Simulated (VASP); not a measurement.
A run of VASP 6.6.1 is set up as follows.

The input INCAR:

```
SYSTEM = Pb
PREC = Accurate
ENCUT = 520
EDIFF = 1E-6
ISMEAR = -1
SIGMA = 0.05
LREAL = .False.
LASPH = .True.
NELM = 80
ALGO = Fast
ISIF = 2
LWAVE = .False.
LCHARG = .False.
GGA = PS
IVDW = 13
NBANDS = 21
```

The input KPOINTS:

```
Automatic mesh
0
Gamma
  9 9 5
  0 0 0
```

The input POSCAR:

```
Pb
1.0
    2.9792593925     -1.7329620261     -0.5306535738
    2.9792593925      1.7329620261     -0.5306535738
   -3.1385978432      0.0000000000      6.2199063808
Pb
2
Direct
    1.0000075942      1.0000075942      0.7500005438
   -0.0000075942     -0.0000075942      0.2499994562
```

Potentials or basis: VASP PAW PBE potentials, release 64 (Pb_d).

The run is started by

```sh
$ cat potpaw_PBE.64/Pb_d/POTCAR > POTCAR
$ mpirun -np 1 vasp_std > vasp.out
```

Q: Estimate the pressure.

A: -0.2 GPa.

Q: Estimate the band gap on the k mesh.

A: Zero (band 14 reaches 13.19 eV, above the bottom of band 15 at 5.97 eV).

Caveat: the PAW data sets were made with another functional, which shifts forces and pressure a little; spin-orbit coupling is left out, which moves the levels of the heavy elements; pairwise dispersion overbinds metals, which lowers pressure and volume.
